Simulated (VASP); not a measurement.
Here is a VASP 6.6.1 calculation.

The input INCAR:

```
SYSTEM = Pb
PREC = Accurate
ENCUT = 520
EDIFF = 1E-7
ISMEAR = 0
SIGMA = 0.1
LREAL = .False.
LASPH = .True.
NELM = 60
ALGO = Normal
ISIF = 2
LWAVE = .False.
LCHARG = .True.
GGA = PE
IVDW = 12
LELF = .True.
LVHAR = .True.
NBANDS = 13
```

Contents of KPOINTS:

```
Automatic mesh
0
Gamma
  14 14 14
  0 0 0
```

The input POSCAR:

```
Pb
1.0
    0.0000000000      2.4795414675      2.4795414675
    2.4795414675      0.0000000000      2.4795414675
    2.4795414675      2.4795414675      0.0000000000
Pb
1
Direct
    0.0000000000      0.0000000000      0.0000000000
```

Potentials or basis: VASP PAW PBE potentials, release 64 (Pb_d).

Launch:

```console
$ cat potpaw_PBE.64/Pb_d/POTCAR > POTCAR
$ mpirun -np 1 vasp_std > vasp.out
```

Task: Predict the pressure.

Result: -0.1 GPa.

Task: Estimate the dispersion energy per atom.

Result: -0.407 eV.

Caveat: pairwise dispersion overbinds metals, which lowers pressure and volume.
